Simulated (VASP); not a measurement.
Sb:

```
CELL_PARAMETERS angstrom
-4.03001 4.03001 2.02549
4.03001 -4.03001 2.02549
4.03001 4.03001 -2.02549
ATOMIC_POSITIONS crystal
Sb 0.65126 0.15126 0.80253
Sb 0.15126 0.34874 0.50000
Sb 0.34874 0.84874 0.19747
Sb 0.84874 0.65126 0.50000
```

Base run:

```yaml
Program: VASP 6.6.1
Functional: PBEsol
Potentials_or_basis: VASP PAW PBE potentials, release 64 (Sb)
Cutoff: 520 eV
k_mesh: 7 × 7 × 7
Occupations: fermi-dirac, width 0.05 eV
Spin: no spin polarisation
```

Its results: band gap on the k mesh zero (band 10 reaches 6.57 eV, above the bottom of band 11 at 5.03 eV); pressure -0.7 GPa; largest force 0.053 eV/Å.

Q: After a change of settings the same cell gave: band gap on the k mesh zero (band 10 reaches 6.56 eV, above the bottom of band 11 at 5.02 eV); pressure -1.7 GPa; largest force 0.045 eV/Å. Which change was it?
A. further incar settings from ALGO = Normal; EDIFF = 1e-07; NBANDS = 18 to ALGO = Normal; EDIFF = 1e-06; NBANDS = 18
B. functional from PBEsol to LDA; potentials or basis from VASP PAW PBE potentials, release 64 (Sb) to VASP PAW LDA potentials, release 64 (Sb)
C. functional from PBEsol to r2SCAN; further incar settings from ALGO = Normal; EDIFF = 1e-07; NBANDS = 18 to ALGO = Normal; EDIFF = 1e-06; NBANDS = 18
D. functional from PBEsol to PBE; further incar settings from ALGO = Normal; EDIFF = 1e-07; NBANDS = 18 to ALGO = Normal; EDIFF = 1e-06; NBANDS = 18

A: B.

Caveats: spin-orbit coupling is left out, which moves the levels of the heavy elements; the PAW data sets were made with another functional, which shifts forces and pressure a little (some runs).
